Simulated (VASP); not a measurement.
# Mg (P6_3/mmc) in VASP: further runs

The runs below take Mg through single point, relaxation of cell and atoms, with LDA.

All numbers are computed with VASP 6.6.1; they aren't measurements. Logs are shortened: lines on timing, memory, paths and dates and some standing lists are left out, and cuts for length are marked.

## 1. The cell of the first run

Symmetry: P6_3/mmc, No. 194, hexagonal system. The conventional cell has a = 3.151 Å, b = 3.151 Å, c = 5.024 Å, α = 90.00°, β = 90.00°, γ = 120.00°. Within 4.1 Å of Mg (site symmetry -6m2) lie 12 Mg at 3.10 to 3.15 Å.

## 2. Single point, LDA

INCAR

```
PREC     = Accurate       # precision mode
ENCUT    = 520            # plane-wave cutoff, eV
EDIFF    = 1E-6           # SCF threshold, eV
ISMEAR   = 0              # smearing method
SIGMA    = 0.1            # smearing width, eV
LREAL    = F              # projectors in reciprocal space
LASPH    = T              # aspherical terms in the spheres
NELM     = 60             # most SCF steps
ALGO     = Fast           # electronic algorithm
ISIF     = 2              # what is computed and relaxed
LWAVE    = F              # write WAVECAR
LCHARG   = F              # write CHGCAR
NBANDS   = 9              # bands
```

KPOINTS

```
regular mesh
0
Gamma
  12 12 8
```

POSCAR

```
Mg
1.0
    3.1506839799      0.0000000000      0.0000000000
   -1.5753419899      2.7285723659      0.0000000000
    0.0000000000      0.0000000000      5.0241571645
Mg
2
Direct
    0.3333333333      0.6666666667      0.2500000000
    0.6666666667      0.3333333333      0.7500000000
```

Potentials or basis: VASP PAW LDA potentials, release 64 (Mg).

Started as:

```console
> cat potpaw_LDA.64/Mg/POTCAR > POTCAR
> mpirun -np 1 vasp_std > vasp.out
```

OUTCAR:

```text
PREC = Accurate
   ENCUT = 520
   EDIFF = 1E-6
   ISMEAR = 0
   LREAL = F
   LASPH = T
   NELM = 60
   ISIF = 2

 ion  position               nearest neighbor table
   1  0.333  0.667  0.250-   2 3.10   2 3.10   2 3.10   2 3.10   2 3.10   2 3.10
   2  0.667  0.333  0.750-   1 3.10   1 3.10   1 3.10   1 3.10   1 3.10   1 3.10

  LATTYP: Found a hexagonal cell.
 ALAT       =     3.1506839799
 C/A-ratio  =     1.5946242773

  Lattice vectors:

 A1 = (   3.1506839799,   0.0000000000,   0.0000000000)
 A2 = (  -1.5753419899,   2.7285723659,   0.0000000000)
 A3 = (   0.0000000000,   0.0000000000,   5.0241571645)

Analysis of symmetry for initial positions (statically):
=====================================================================
 Subroutine PRICEL returns:
 Original cell was already a primitive cell.

 Routine SETGRP: Setting up the symmetry group for a
 hexagonal supercell.

 Subroutine GETGRP returns: Found 24 space group operations
 (whereof 12 operations were pure point group operations)
 out of a pool of 24 trial point group operations.

The static configuration has the point symmetry D_3d.
 The point group associated with its full space group is D_6h.

Analysis of symmetry for dynamics (positions and initial velocities):
=====================================================================
 Subroutine PRICEL returns:
 Original cell was already a primitive cell.

 Routine SETGRP: Setting up the symmetry group for a
 hexagonal supercell.

 Subroutine GETGRP returns: Found 24 space group operations
 (whereof 12 operations were pure point group operations)
 out of a pool of 24 trial point group operations.

The dynamic configuration has the point symmetry D_3d.
 The point group associated with its full space group is D_6h.

 Subroutine INISYM returns: Found 24 space group operations
 (whereof 12 operations are pure point group operations),
 and found     1 'primitive' translations

----------------------------------------------------------------------------------------

                                     Primitive cell

  volume of cell :      43.1920

  direct lattice vectors                    reciprocal lattice vectors
     3.150683980  0.000000000  0.000000000     0.317391400  0.183246010  0.000000000
    -1.575341990  2.728572366  0.000000000     0.000000000  0.366492021  0.000000000
     0.000000000  0.000000000  5.024157165     0.000000000  0.000000000  0.199038360

  length of vectors
     3.150683980  3.150683980  5.024157165     0.366492021  0.366492021  0.199038360

  position of ions in fractional coordinates (direct lattice)
     0.333333333  0.666666667  0.250000000
     0.666666667  0.333333333  0.750000000

  ion indices of the primitive-cell ions
   primitive index   ion index
                 1           1
                 2           2

----------------------------------------------------------------------------------------

 KPOINTS: regular mesh

Automatic generation of k-mesh.
 Grid dimensions read from file:
 generate k-points for:   12   12    8

 Generating k-lattice:

  Cartesian coordinates                     Fractional coordinates (reciprocal lattice)
     0.026449283  0.015270501  0.000000000     0.083333333  0.000000000  0.000000000
     0.000000000  0.030541002  0.000000000     0.000000000  0.083333333  0.000000000
     0.000000000  0.000000000  0.024879795     0.000000000  0.000000000  0.125000000

  Length of vectors
     0.030541002  0.030541002  0.024879795

  Shift w.r.t. Gamma in fractional coordinates (k-lattice)
     0.000000000  0.000000000  0.000000000

 Subroutine IBZKPT returns following result:
 ===========================================

 Found     95 irreducible k-points:

 Following reciprocal coordinates:
            Coordinates               Weight
  0.000000  0.000000  0.000000      1.000000
  0.083333 -0.000000  0.000000      6.000000
  0.166667 -0.000000  0.000000      6.000000
  0.250000 -0.000000  0.000000      6.000000
  0.333333 -0.000000  0.000000      6.000000
  0.416667 -0.000000  0.000000      6.000000
[... 16 lines left out ...]
  0.250000 -0.000000  0.125000     12.000000
  0.333333 -0.000000  0.125000     12.000000
 [... further k-points ...]
   k-points           NKPTS =     95   k-points in BZ     NKDIM =     95   number of bands    NBANDS=      9
   number of dos      NEDOS =    301   number of ions     NIONS =      2
   total plane-waves  NPLWV =  23040
   dimension x,y,z NGX =    24 NGY =   24 NGZ =   40
   dimension x,y,z NGXF=    48 NGYF=   48 NGZF=   80
   ions per type =               2
   NGX,Y,Z   is equivalent  to a cutoff of  12.66, 12.66, 13.24 a.u.
   NGXF,Y,Z  is equivalent  to a cutoff of  25.33, 25.33, 26.47 a.u.
 SYSTEM =  unknown system
   PREC   = accura    normal or accurate (medium, high low for compatibility)
   ISTART =      0    job   : 0-new  1-cont  2-samecut
   ICHARG =      2    charge: 1-file 2-atom 10-const
   ISPIN  =      1    spin polarized calculation?
   LNONCOLLINEAR =      F non collinear calculations
   LSORBIT =      F    spin-orbit coupling
   LASPH  =      T    aspherical Exc in radial PAW
   ENCUT  =  520.0 eV  38.22 Ry    6.18 a.u.   5.86  5.86  9.34*2*pi/ulx,y,z
   NELM   =     60;   NELMIN=  2; NELMDL= -5     # of ELM steps
   EDIFF  = 0.1E-05   stopping-criterion for ELM
   LREAL  =      F    real-space projection
   EDIFFG = 0.1E-04   stopping-criterion for IOM
   NSW    =      0    number of steps for IOM
   IBRION =     -1    ionic relax: 0-MD 1-quasi-New 2-CG
   NFREE  =      0    steps in history (QN), initial steepest desc. (CG)
   ISIF   =      2    stress and relaxation
   ISYM   =      2    0-nonsym 1-usesym 2-fastsym
   POTIM  = 0.5000    time-step for ionic-motion
   TEBEG  =    0.0;   TEEND  =   0.0 temperature during run
   PSTRESS=    0.0 pullay stress
   NELECT =       4.0000    total number of electrons
   NUPDOWN=      -1.0000    fix difference up-down
   EMIN   =  10.00;   EMAX   =-10.00  energy-range for DOS
   EFERMI =   0.00;   METHOD = LEGACY
   ISMEAR =     0;   SIGMA  =   0.10  broadening in eV -4-tet -1-fermi 0-gaus
   EFERMI_NEDOS =   21; number of points for ismear=-14 and -15
   IALGO  =     68    algorithm
   IMIX   =      4    mixing-type and parameters
     AMIX     =   0.40;   BMIX     =  1.00
     AMIX_MAG =   1.60;   BMIX_MAG =  1.00
  volume/ion in A,a.u.               =      21.60       145.74
  Fermi-wavevector in a.u.,A,eV,Ry     =   0.740674  1.399671  7.464125  0.548598
  Thomas-Fermi vector in A             =   1.835132
   LORBIT       =      0    0 simple, 1 ext, 2 COOP (PROOUT), +10 PAW based schemes
   GGA     = CA    functional components
   LHFCALC =     F    Hartree Fock is set to
   AEXX    =    0.0000 exact exchange contribution
   IVDW    =     0    specifies the selected vdW correction
   LEPSILON=     F    determine dielectric tensor
   LRPA    =     F    only Hartree local field effects (RPA)
 non-spin polarized calculation
 RMM-DIIS sequential band-by-band and
 Gauss-broadening in eV      SIGMA  =   0.10
  energy-cutoff  :      520.00
  volume of cell :       43.19
 maximum number of plane-waves:      1194
 NGX is ok and might be reduce to    24
   NGX = 11   NGY = 11   NGZ = 19

 number of electron       4.0000000 magnetization

 Free energy of the ion-electron system (eV)
  ---------------------------------------------------
  ext. energy  EPLUGINS =         0.00000000
  ---------------------------------------------------
  free energy    TOTEN  =        -3.62148795 eV

  energy without entropy =       -3.61761096  energy(sigma->0) =       -3.61954945

 E-fermi :   2.7185     XC(G=0):  -8.8785

 val. band max:        2.7094140714   @ k =   0.4167   0.1667   0.5000
 cond. band min:       2.7392051449   @ k =   0.3333   0.3333   0.3750
 fundamental gap:      0.0297910735
 Fermi energy:         2.7184989143

 k-point     1 :       0.0000    0.0000    0.0000
  band No.  band energies     occupation
      1      -4.3921      2.00000
      2       1.1405      2.00000
      3       1.6933      2.00000
      4      13.8510      0.00000
      5      13.8510      0.00000
      6      13.9754      0.00000
      7      13.9754      0.00000
      8      15.0523      0.00000
      9      16.5441      0.00000

 k-point     2 :       0.0833   -0.0000    0.0000
  band No.  band energies     occupation
      1      -4.2516      2.00000
      2       1.2674      2.00000
      3       1.8291      2.00000
      4      11.5612      0.00000
      5      12.6362      0.00000
      6      13.5152      0.00000
      7      15.3855      0.00000
      8      16.0457      0.00000
      9      16.4126      0.00000

 k-point     3 :       0.1667   -0.0000    0.0000
  band No.  band energies     occupation
      1      -3.8314      2.00000
      2       1.6485      2.00000
      3       2.2306      2.00000
      4       8.9920      0.00000
      5      11.5914      0.00000
      6      12.2771      0.00000
      7      13.9092      0.00000
      8      15.0358      0.00000
      9      16.4789      0.00000

 k-point     4 :       0.2500   -0.0000    0.0000
  band No.  band energies     occupation
      1      -3.1355      2.00000
      2       2.2845      2.00000
      3       2.8684      0.03407
      4       6.6184      0.00000
      5      10.7803      0.00000
      6      10.9739      0.00000
      7      11.5169      0.00000
      8      13.3866      0.00000
      9      15.4160      0.00000

 k-point     5 :       0.3333   -0.0000    0.0000
  band No.  band energies     occupation
      1      -2.1702      2.00000
      2       3.1762      0.00000
      3       3.4622      0.00000
      4       4.7531      0.00000
      5       9.3449      0.00000
      6       9.5410      0.00000
      7      10.2027      0.00000
      8      12.1793      0.00000
      9      14.7543      0.00000

 k-point     6 :       0.4167   -0.0000    0.0000
  band No.  band energies     occupation
      1      -0.9450      2.00000
      2       2.1979      2.00000
      3       4.3226      0.00000
      4       5.2016      0.00000
      5       7.4237      0.00000
      6       8.0096      0.00000
      7       9.8568      0.00000
      8      11.5124      0.00000
      9      14.3534      0.00000
[... 169 lines left out ...]
 k-point    21 :       0.0833   -0.0000    0.1250
  band No.  band energies     occupation
      1      -4.1585      2.00000
      2       0.1917      2.00000
      3       3.0628      0.00000
      4      11.6299      0.00000
      5      12.7109      0.00000
      6      13.5022      0.00000
      7      14.8044      0.00000
      8      15.3682      0.00000
      9      16.5801      0.00000

 k-point    22 :       0.1667   -0.0000    0.1250
  band No.  band energies     occupation
      1      -3.7387      2.00000
      2       0.5887      2.00000
      3       3.4452      0.00000
      4       9.0728      0.00000
      5      11.6677      0.00000
      6      12.1581      0.00000
      7      13.3625      0.00000
      8      15.3268      0.00000
      9      15.4027      0.00000

 k-point    23 :       0.2500   -0.0000    0.1250
  band No.  band energies     occupation
      1      -3.0435      2.00000
      2       1.2441      2.00000
      3       4.0470      0.00000
      4       6.7172      0.00000
      5      10.3368      0.00000
      6      10.8570      0.00000
      7      11.7956      0.00000
      8      13.8888      0.00000
      9      14.5476      0.00000

 k-point    24 :       0.3333   -0.0000    0.1250
  band No.  band energies     occupation
      1      -2.0792      2.00000
      2       2.1344      2.00000
      3       4.1637      0.00000
      4       5.3262      0.00000
      5       8.3445      0.00000
      6      10.2792      0.00000
      7      10.4653      0.00000
      8      12.4669      0.00000
      9      13.9525      0.00000

 [... further k-points ...]
[... 5 lines left out ...]
  --------------------------------------------------------------------------------------
  -------------------------------------------------------------------------------------
  Total       -0.0883645     -0.0883645     -0.0893391     -0.0000000      0.0000000      0.0000000
  in kB       -3.2778177     -3.2778177     -3.3139708     -0.0000000      0.0000000      0.0000000
  external PRESSURE =      -3.2898687 kB  Pullay stress =       0.0000000 kB

 VOLUME and BASIS-vectors are now :
 -----------------------------------------------------------------------------
  energy-cutoff  :      520.00
  volume of cell :       43.19
      direct lattice vectors                 reciprocal lattice vectors
     3.150683980  0.000000000  0.000000000     0.317391400  0.183246010  0.000000000
    -1.575341990  2.728572366  0.000000000     0.000000000  0.366492021  0.000000000
     0.000000000  0.000000000  5.024157165     0.000000000  0.000000000  0.199038360

 POSITION                                       TOTAL-FORCE (eV/Angst)
 -----------------------------------------------------------------------------------
     -0.00000      1.81905      1.25604         0.000000     -0.000000      0.000000
      1.57534      0.90952      3.76812        -0.000000      0.000000      0.000000
 -----------------------------------------------------------------------------------
    total drift:                                0.000000     -0.000000      0.000000

  FREE ENERGIE OF THE ION-ELECTRON SYSTEM (eV)
  ---------------------------------------------------
  free  energy   TOTEN  =        -3.6214879497 eV

  energy  without entropy=       -3.6176109560  energy(sigma->0) =       -3.61954945
```

Wall time 15 s (1 thread of Intel Xeon Platinum 8259CL at 2.50GHz (Skylake/Cascade Lake), shared host); peak memory 0.16 GiB.

Results:

```yaml
Free_energy: -3.6215 eV
Pressure: -0.3 GPa
Band_gap_on_the_k_mesh: zero (band 2 reaches 3.77 eV, above the bottom of band 3 at 1.69 eV)
```

Levels at points of the mesh, in eV from the Fermi level:
```csv
k point,band 1,band 2,band 3,band 4,band 5,band 6
"(0.00, 0.00, 0.00)",-7.11,-1.58,-1.03,11.13,11.13,11.26
"(0.50, 0.00, 0.00)",-2.20,-2.19,2.85,3.20,3.61,3.97
"(0.00, 0.00, 0.50)",-5.63,-5.63,5.56,5.56,11.90,11.90
"(0.50, 0.00, 0.50)",-1.09,-1.09,-0.41,-0.41,8.25,8.25
```

## 3. Single point, LDA

This run uses another cell than the first one, of 21.65 Å³/atom, 1.002 times its volume.

INCAR

```
PREC = Accurate
ENCUT = 520
EDIFF = 1E-7
ISMEAR = -1
SIGMA = 0.15
LREAL = False
LASPH = True
NELM = 100
ALGO = Fast
ISIF = 2
LWAVE = False
LCHARG = False
GGA = CA
NBANDS = 9
```

KPOINTS is that of step 2.

POSCAR

```
Mg
1.0
    3.1465162281      0.0000000000      0.0000000000
   -1.5732581140      2.7249629869      0.0000000000
    0.0000000000      0.0000000000      5.0492109253
Mg
2
Direct
    0.3333333333      0.6666666667      0.2500000000
    0.6666666667      0.3333333333      0.7500000000
```

Potentials or basis: VASP PAW LDA potentials, release 64 (Mg).

Started as:

```console
> cat potpaw_LDA.64/Mg/POTCAR > POTCAR
> mpirun -np 1 vasp_std > vasp.out
```

OUTCAR:

```text
PREC = Accurate
   ENCUT = 520
   EDIFF = 1E-7
   ISMEAR = -1
   LREAL = False
   LASPH = True
   NELM = 100
   ISIF = 2
   GGA = CA

 ion  position               nearest neighbor table
   1  0.333  0.667  0.250-   2 3.11   2 3.11   2 3.11   2 3.11   2 3.11   2 3.11
   2  0.667  0.333  0.750-   1 3.11   1 3.11   1 3.11   1 3.11   1 3.11   1 3.11

  LATTYP: Found a hexagonal cell.
 ALAT       =     3.1465162281
 C/A-ratio  =     1.6046988349

  Lattice vectors:

 A1 = (   3.1465162281,   0.0000000000,   0.0000000000)
 A2 = (  -1.5732581140,   2.7249629869,   0.0000000000)
 A3 = (   0.0000000000,   0.0000000000,   5.0492109253)

Analysis of symmetry for initial positions (statically):
=====================================================================
 Subroutine PRICEL returns:
 Original cell was already a primitive cell.

 Routine SETGRP: Setting up the symmetry group for a
 hexagonal supercell.

 Subroutine GETGRP returns: Found 24 space group operations
 (whereof 12 operations were pure point group operations)
 out of a pool of 24 trial point group operations.

The static configuration has the point symmetry D_3d.
 The point group associated with its full space group is D_6h.
[... 162 lines left out ...]

 E-fermi :   2.7577     XC(G=0):  -8.8710

 val. band max:        2.7563918675   @ k =   0.2500   0.0833   0.0000
 cond. band min:       2.8009498034   @ k =   0.2500   0.0000   0.0000
 fundamental gap:      0.0445579358
 Fermi energy:         2.7577392563

 k-point     1 :       0.0000    0.0000    0.0000
  band No.  band energies     occupation
      1      -4.3945      2.00000
      2       1.0969      1.99997
      3       1.6193      1.99899
      4      13.8929      0.00000
      5      13.8929      0.00000
      6      14.0276      0.00000
      7      14.0276      0.00000
      8      15.0025      0.00000
      9      16.5780      0.00000
[... 265 lines left out ...]
 k-point    24 :       0.3333    0.0000    0.1250
  band No.  band energies     occupation
      1      -2.0767      2.00000
      2       2.0993      1.97550
      3       4.1625      0.00017
      4       5.2766      0.00000
      5       8.3299      0.00000
      6      10.3185      0.00000
      7      10.4535      0.00000
      8      12.4432      0.00000
      9      13.9603      0.00000

 [... further k-points ...]
[... 5 lines left out ...]
  --------------------------------------------------------------------------------------
  -------------------------------------------------------------------------------------
  Total       -0.0869268     -0.0869268     -0.0869582     -0.0000000      0.0000000      0.0000000
  in kB       -3.2169951     -3.2169951     -3.2181568     -0.0000000      0.0000000      0.0000000
  external PRESSURE =      -3.2173823 kB  Pullay stress =       0.0000000 kB

 VOLUME and BASIS-vectors are now :
 -----------------------------------------------------------------------------
  energy-cutoff  :      520.00
  volume of cell :       43.29
      direct lattice vectors                 reciprocal lattice vectors
     3.146516228  0.000000000  0.000000000     0.317811804  0.183488731  0.000000000
    -1.573258114  2.724962987  0.000000000     0.000000000  0.366977462  0.000000000
     0.000000000  0.000000000  5.049210925     0.000000000  0.000000000  0.198050748

 POSITION                                       TOTAL-FORCE (eV/Angst)
 -----------------------------------------------------------------------------------
     -0.00000      1.81664      1.26230        -0.000000     -0.000000      0.000000
      1.57326      0.90832      3.78691         0.000000      0.000000      0.000000
 -----------------------------------------------------------------------------------
    total drift:                               -0.000000      0.000000     -0.000000

  FREE ENERGIE OF THE ION-ELECTRON SYSTEM (eV)
  ---------------------------------------------------
  free  energy   TOTEN  =        -3.6490057533 eV

  energy  without entropy=       -3.5892443244  energy(sigma->0) =       -3.61912504
```

stdout:

```text
POSCAR found type information on POSCAR Mg
 POSCAR found :  1 types and       2 ions
 scaLAPACK will be used
 LDA part: xc-table for (Slater(with rela. corr.)+CA(PZ))
 , standard interpolation
 POSCAR, INCAR and KPOINTS ok, starting setup
 FFT: planning ... GRIDC
 FFT: planning ... GRID_SOFT
 FFT: planning ... GRID
 WAVECAR not read
 entering main loop
```

Wall time 17 s (1 thread of Intel Xeon Platinum 8259CL at 2.50GHz (Skylake/Cascade Lake), shared host); peak memory 0.16 GiB.

Results:

```yaml
Free_energy: -3.6490 eV
Pressure: -0.3 GPa
Band_gap_on_the_k_mesh: zero (band 2 reaches 3.77 eV, above the bottom of band 3 at 1.62 eV)
```

Levels at points of the mesh, in eV from the Fermi level:
| k point | band 1 | band 2 | band 3 | band 4 | band 5 | band 6 | band 7 |
| --- | --- | --- | --- | --- | --- | --- | --- |
| (0.00, 0.00, 0.00) | -7.15 | -1.66 | -1.14 | 11.14 | 11.14 | 11.27 | 11.27 |
| (0.50, 0.00, 0.00) | -2.23 | -2.22 | 2.78 | 3.14 | 3.51 | 3.89 | 7.02 |
| (0.00, 0.00, 0.50) | -5.69 | -5.69 | 5.40 | 5.40 | 11.90 | 11.90 | 11.90 |
| (0.50, 0.00, 0.50) | -1.13 | -1.13 | -0.45 | -0.45 | 8.24 | 8.24 | 8.27 |

[end of part 1 of 2]
